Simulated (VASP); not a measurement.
## MgO: single point with PBE

The system is MgO.

```
Mg O
1.0
     3.33754    0.00000    0.00000
    -1.66877    2.89039    0.00000
     0.00000    0.00000    4.85229
Mg O
2 2
Cartesian
  0.0000 1.9269 -0.0896
  1.6688 0.9635 2.3366
  0.0000 1.9269 1.9092
  1.6688 0.9635 4.3353
```

This cell differs from its parent crystal: epitaxial xy strain +1.5%.

- Program: VASP 6.6.1
- Task: single point
- Functional: PBE
- Potentials or basis: VASP PAW PBE potentials, release 64 (Mg, O)
- Cutoff: 520 eV
- k mesh: 12 × 12 × 6
- Occupations: fermi-dirac, width 0.02 eV
- Spin: no spin polarisation
- Dipole correction: no
- Further INCAR settings: ALGO = Normal; EDIFF = 1e-06; NBANDS = 16

```json
{
 "Pressure": "3.1 GPa",
 "Largest force": "0.024 eV/Å",
 "Band gap on the k mesh": "3.37 eV"
}
```

Forces on the atoms (eV/Å):
```
Mg   0.000  0.000 -0.024
Mg   0.000  0.000 -0.024
O    0.000  0.000  0.024
O    0.000  0.000  0.024
```

Stress tensor (GPa, compression positive):
```
2.88 0.00 0.00
0.00 2.88 0.00
0.00 0.00 3.51
```

Levels at points of the mesh, in eV from the valence-band top:
```tsv
k point	band 6	band 7	band 8	band 9	band 10	band 11
(0.00, 0.00, 0.00)	-0.60	-0.60	0.00	3.37	8.52	10.52
(0.50, 0.00, 0.00)	-1.55	-0.93	-0.62	7.58	8.15	9.18
(0.00, 0.00, 0.50)	-0.81	-0.81	-0.81	5.98	5.98	13.41
(0.50, 0.00, 0.50)	-1.12	-0.78	-0.78	7.30	7.30	10.80
```

Wall time 27 s on 1 thread of Intel(R) Xeon(R) 6975P-C (Granite Rapids), on a shared host, peak memory 0.2 GiB.

Caveat: the cell differs from its parent crystal (epitaxial xy strain +1.5%); the cell stands under pressure. A k mesh can miss the band edges.
